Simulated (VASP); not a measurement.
A run of VASP 6.6.1 is set up as follows.

Contents of POSCAR:

```
LuBe
1.0
    3.3203700000      0.0000000000      0.0000000000
    0.0000000000      3.3203700000      0.0000000000
    0.0000000000      0.0000000000      3.3203700000
Lu Be
1 1
Direct
    0.0000000000      0.0000000000      0.0000000000
    0.5000000000      0.5000000000      0.5000000000
```

INCAR.step1

```
PREC = Accurate
ENCUT = 520
ISMEAR = -1
SIGMA = 0.05
LREAL = False
LASPH = True
NELM = 60
NBANDS = 20
GGA = PE
ALGO = Normal
EDIFF = 1E-4
LWAVE = True
LCHARG = False
```

INCAR.step2

```
PREC = Accurate
ENCUT = 520
EDIFF = 1E-7
ISMEAR = -1
SIGMA = 0.05
LREAL = False
LASPH = True
NELM = 60
ALGO = Normal
ISIF = 2
LWAVE = False
LCHARG = False
METAGGA = R2SCAN
LMIXTAU = True
NBANDS = 20
ISTART = 1
```

KPOINTS

```
regular mesh
0
Gamma
  8 8 8
```

Potentials or basis: VASP PAW PBE potentials, release 64 (Lu, Be).

Launch:

```console
$ cat potpaw_PBE.64/Lu/POTCAR potpaw_PBE.64/Be/POTCAR > POTCAR
$ cp INCAR.step1 INCAR
$ mpirun -np 1 vasp_std > vasp.out
$ cp INCAR.step2 INCAR
$ mpirun -np 1 vasp_std > vasp.out
```

Question: Predict the pressure.

Answer: -0.1 GPa.

Caveat: the PAW data sets were made with another functional, which shifts forces and pressure a little.
